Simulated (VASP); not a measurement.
Runs of VASP 6.6.1 on Ni. The structure is that of space group Fd-3m (No. 227), or close to it. The cells are those of the table. This isn't the form of Ni at room conditions, which is fcc.

| spin | cell | k mesh | gap on the mesh (eV) | pressure (GPa) | moment (μB) |
| --- | --- | --- | --- | --- | --- |
| collinear, antiferromagnetic start | a = 3.651 Å, angles 60.0°, 2 atoms | 11 × 11 × 11 | none | -0.3 | 0.00 |
| collinear, ferromagnetic start | a = 3.651 Å, angles 60.0°, 2 atoms | 12 × 12 × 12 | none | 0.1 | 1.57 |
| collinear, ferromagnetic start | a = 3.746 Å, angles 60.0°, 2 atoms | 12 × 12 × 12 | none | -4.9 | (b) |
| collinear, ferromagnetic start | a = 3.792 Å, angles 60.0°, 2 atoms | 12 × 12 × 12 | none | (c) | (a) |

Alike in all rows: task single point; level RPBE; potentials or basis VASP PAW PBE potentials, release 64 (Ni); cutoff (eV) 520; smearing fermi-dirac 0.05 eV.

Question: Fill in the values left out.

Answer: (a) 1.61; (b) 1.60; (c) -6.6.

Caveats: the PAW data sets were made with another functional, which shifts forces and pressure a little; the cell stands under tension (at least some runs).

A gap of «none» marks levels without a gap at the run's occupations.
